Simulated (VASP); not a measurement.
# Si62B (a cell with a defect): single point with PBE

Si62B (a cell with a defect):

```
Si B
1.0
    10.86000    0.00000    0.00000
     0.00000   10.86000    0.00000
     0.00000    0.00000   10.86000
Si B
62 1
Direct
  0.51002 0.97173 0.02639
  0.62926 0.12354 0.12691
  0.75106 0.25074 0.99973
  0.86808 0.38544 0.12522
  0.74784 0.99471 0.25261
  0.87342 0.12351 0.37689
  0.99980 0.99948 0.99930
  0.12036 0.12687 0.12482
  0.25354 0.24498 0.00148
  0.37587 0.37492 0.12336
  0.49789 0.50092 0.99554
  0.59842 0.65273 0.11478
  0.75368 0.74806 0.99417
  0.87364 0.87472 0.12326
  0.24343 0.00239 0.25049
  0.37312 0.12451 0.37052
  0.50144 0.24955 0.24894
  0.62333 0.37949 0.37126
  0.73187 0.51764 0.24305
  0.86683 0.62793 0.37131
  0.49709 0.99530 0.49186
  0.62269 0.12313 0.61823
  0.74832 0.25215 0.49705
  0.87500 0.37415 0.62342
  0.75101 0.00305 0.74453
  0.87525 0.12542 0.87264
  0.00658 0.50134 0.00212
  0.13295 0.62917 0.12771
  0.27965 0.75983 0.03056
  0.99368 0.25531 0.25089
  0.12311 0.37611 0.37767
  0.25428 0.49995 0.25169
  0.37431 0.62207 0.38137
  0.59425 0.86465 0.34518
  0.00102 0.00068 0.50198
  0.12757 0.12150 0.63001
  0.24714 0.24835 0.50170
  0.37391 0.36915 0.63113
  0.49999 0.49760 0.50445
  0.62550 0.62499 0.62501
  0.73492 0.75373 0.48837
  0.87183 0.87264 0.62010
  0.25349 0.99653 0.75799
  0.38176 0.10683 0.89294
  0.49959 0.23902 0.75674
  0.62508 0.37372 0.87375
  0.75217 0.49904 0.74956
  0.88028 0.62142 0.87380
  0.99877 0.74825 0.24955
  0.12449 0.87371 0.37321
  0.99480 0.50297 0.49724
  0.12283 0.62378 0.62379
  0.25160 0.75076 0.50032
  0.37525 0.87622 0.62604
  0.00139 0.25032 0.74981
  0.12777 0.37232 0.87649
  0.24792 0.50096 0.75139
  0.37219 0.62976 0.87697
  0.50154 0.74975 0.75118
  0.63064 0.87641 0.87112
  0.00471 0.75183 0.75298
  0.13644 0.87073 0.88989
  0.48283 0.81223 0.14196
```

* Program: VASP 6.6.1
* Task: single point
* Functional: PBE
* Potentials or basis: VASP PAW PBE potentials, release 64 (Si, B)
* Cutoff: 520 eV
* k mesh: 1 × 1 × 1
* Occupations: gaussian, width 0.02 eV
* Spin: collinear spin
* Dipole correction: no
* Charge: 2
* Further INCAR settings: LREAL = Auto; ALGO = Normal; EDIFF = 1e-06; NBANDS = 166; NELECT = 249.0

```json
{"Largest force": "0.010 eV/Å", "Net moment": "1.00 μB per cell", "Site moments": "Si +0.02, +0.01, +0.00, -0.00 (each value once); B +0.04 μB", "Valence electrons inside the program's atomic spheres": "Si 1.62, 1.69, 1.68, 1.66, 1.67, 1.64, 1.58 (each value once); B 1.52"}
```

Forces on the atoms (eV/Å):
```
Si   0.006  0.003 -0.004
Si   0.001  0.001  0.001
Si  -0.001 -0.001  0.000
Si   0.000 -0.001 -0.001
Si   0.001  0.001 -0.003
Si   0.000  0.000  0.001
Si  -0.001  0.000  0.000
Si   0.001  0.001 -0.001
Si   0.000 -0.001  0.001
Si   0.001  0.000  0.000
Si  -0.004 -0.001 -0.001
Si   0.006 -0.006 -0.006
Si   0.001  0.001  0.000
Si  -0.001  0.000  0.000
Si  -0.003  0.004  0.002
Si   0.002  0.002  0.001
Si  -0.002  0.000  0.002
Si   0.000  0.000  0.002
Si   0.001 -0.001  0.001
Si   0.000 -0.001  0.001
Si  -0.004  0.001  0.001
Si   0.002  0.000  0.000
Si   0.000  0.001 -0.003
Si   0.000 -0.001  0.000
Si  -0.003 -0.001 -0.001
Si   0.001  0.001  0.000
Si  -0.001  0.001 -0.001
Si  -0.001 -0.001  0.000
Si  -0.002 -0.003 -0.002
Si   0.000 -0.001  0.001
Si   0.001  0.000 -0.001
Si   0.003  0.000  0.001
Si  -0.001 -0.004  0.003
Si   0.000  0.000  0.004
Si   0.000 -0.001 -0.002
Si  -0.003  0.002  0.000
Si  -0.003 -0.001  0.000
Si   0.002  0.001  0.001
Si   0.002  0.000  0.002
Si  -0.005  0.000  0.001
Si   0.000 -0.002  0.002
Si   0.002  0.006  0.001
Si   0.002 -0.003 -0.002
Si  -0.001 -0.001 -0.001
Si   0.001  0.003 -0.001
Si   0.001 -0.001  0.000
Si   0.000  0.000  0.000
Si   0.000  0.001  0.004
Si   0.001  0.002  0.001
Si   0.000 -0.002  0.000
Si  -0.001  0.001 -0.001
Si   0.002  0.000 -0.001
Si  -0.003  0.001  0.000
Si   0.001  0.001  0.002
Si  -0.001  0.000  0.001
Si  -0.001  0.002 -0.002
Si  -0.001  0.001  0.001
Si   0.004 -0.002 -0.003
Si  -0.002  0.001 -0.003
Si   0.002 -0.004  0.001
Si   0.001 -0.003  0.000
Si   0.000  0.005 -0.001
B   -0.001 -0.001  0.001
```

Levels at points of the mesh, in eV from the Fermi level:
Spin up:
| k point | band 123 | band 124 | band 125 | band 126 | band 127 | band 128 |
| --- | --- | --- | --- | --- | --- | --- |
| (0.00, 0.00, 0.00) | -0.35 | -0.24 | -0.04 | 0.39 | 0.45 | 0.73 |
Spin down:
| k point | band 120 | band 121 | band 122 | band 123 | band 124 | band 125 | band 126 | band 127 | band 128 | band 129 |
| --- | --- | --- | --- | --- | --- | --- | --- | --- | --- | --- |
| (0.00, 0.00, 0.00) | -0.92 | -0.67 | -0.54 | -0.35 | -0.23 | 0.04 | 0.42 | 0.45 | 0.73 | 0.91 |

Run time: 19 min on 1 thread of Intel Xeon 8259CL, on a shared host, peak memory 1.5 GiB.

Caveat: the k points lie up to 0.58 Å⁻¹ apart; the cell carries a net charge on a neutralising background, which shifts energy and pressure; the cell is charged against a uniform background, so pressure and absolute levels hang on convention.
